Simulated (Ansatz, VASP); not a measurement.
**TaRu2: VASP beside Ansatz**

```
CELL_PARAMETERS angstrom
3.04034 0.00000 0.00000
-1.52017 2.63301 0.00000
0.00000 0.00000 5.07466
ATOMIC_POSITIONS crystal
Ta 0.00000 0.00000 0.00000
Ru 0.33333 0.66667 0.25000
Ru 0.66667 0.33333 0.75000
```

Change from the starting cell: species swapped into the TiS2 type (P-3m1, No. 164).

Alike in both runs: task single point; functional PBE; k mesh 6 × 6 × 4; occupations gaussian, width 0.1 eV; no spin polarisation.

```csv
,VASP,Ansatz
version,VASP 6.6.1,Ansatz 0.2.0
potentials or method,"VASP PAW PBE potentials, release 64 (Ta_pv, Ru_pv), cutoff 520 eV","scalar-relativistic, plane waves, PAW"
valence electrons in the cell,39,45
```

|  | VASP | Ansatz | Ansatz less VASP |
| --- | --- | --- | --- |
| gap on the k mesh at the Fermi level (eV) | none | none | - |
| rms of the force components (eV/Å) | 8.014 | 7.784 | -0.2293 |

Atom by atom the forces differ by 0.229 eV/Å (rms over components). A gap of «none» marks a metal or a gap that the smearing closes. VASP's potentials hold 39 valence electrons a cell and Ansatz's 45, so a difference there can come from the potentials and not from the codes.

The k mesh is coarse, so the values compare programs but aren't converged. Neither program's run includes spin-orbit coupling.
